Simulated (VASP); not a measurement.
Input of a VASP 6.6.1 run:

INCAR

```
SYSTEM = Zr3O
PREC = Accurate
ENCUT = 520
EDIFF = 1E-6
ISMEAR = 0
SIGMA = 0.15
LREAL = .FALSE.
LASPH = .TRUE.
NELM = 100
ALGO = Normal
ISIF = 2
LWAVE = .FALSE.
LCHARG = .TRUE.
GGA = PS
LELF = .TRUE.
LVHAR = .TRUE.
NBANDS = 52
```

KPOINTS

```
regular mesh
0
G
  9 9 8
  0 0 0
```

File POSCAR:

```
Zr3O
1.0
    5.4137257825      0.0000000000      0.0000000000
   -2.7068628913      4.6884240568      0.0000000000
    0.0000000000      0.0000000000      5.4857283354
Zr O
6 2
Direct
    0.3126109405      0.0000000000      0.0000000000
    0.3126109405      0.3126109405      0.5000000000
    0.0000000000      0.3126109405      0.0000000000
    0.6873890595      0.0000000000      0.5000000000
    0.6873890595      0.6873890595      0.0000000000
    0.0000000000      0.6873890595      0.5000000000
    0.3333333333      0.6666666667      0.2500000000
    0.6666666667      0.3333333333      0.7500000000
```

Potentials or basis: VASP PAW PBE potentials, release 64 (Zr_sv, O).

Command:

```sh
$ cat potpaw_PBE.64/Zr_sv/POTCAR potpaw_PBE.64/O/POTCAR > POTCAR
$ mpirun -np 1 vasp_std > vasp.out
```

(1) Predict the largest force.

(2) What does it give for the band gap on the k mesh?

(3) What does it give for the pressure?

Answers

(1) 2.431 eV/Å.

(2) zero (bands 42 and 43 overlap by 0.12 eV).

(3) -1.1 GPa.

Caveat: the PAW data sets were made with another functional, which shifts forces and pressure a little.
